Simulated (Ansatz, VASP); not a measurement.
## One calculation of Al, two programs

```
Al
1.0
    -1.54348    1.54348    1.63896
     1.54348   -1.54348    1.63896
     1.54348    1.54348   -1.63896
Al
1
Direct
  0.00000 0.00000 0.00000
```

Change from the starting cell: strain -0.030 along x and y, +0.030 along z, atoms carried along.

Alike in both runs: task single point; functional r2SCAN; k mesh 20 × 20 × 20; occupations gaussian, width 0.15 eV; no spin polarisation.

|  | VASP | Ansatz |
| --- | --- | --- |
| version | VASP 6.6.1 | Ansatz 0.2.0 |
| potentials or method | VASP PAW PBE potentials, release 64 (Al), cutoff 520 eV | scalar-relativistic, plane waves, PAW |
| valence electrons in the cell | 3 | 3 |

VASP gave:

- gap on the k mesh at the Fermi level (eV): none
- pressure (GPa): 2.9
- traceless stress, the component that is largest in VASP (GPa): 2.13

Task: Estimate Ansatz's values.

Result: gap on the k mesh at the Fermi level (eV): none; pressure (GPa): 3.2; traceless stress, the component that is largest in VASP (GPa): 2.13.

VASP's potentials were made for PBE, not for r2SCAN. A gap of «none» marks a metal or a gap that the smearing closes. With one functional, cell and mesh, what is left measures potentials, basis and numerics.
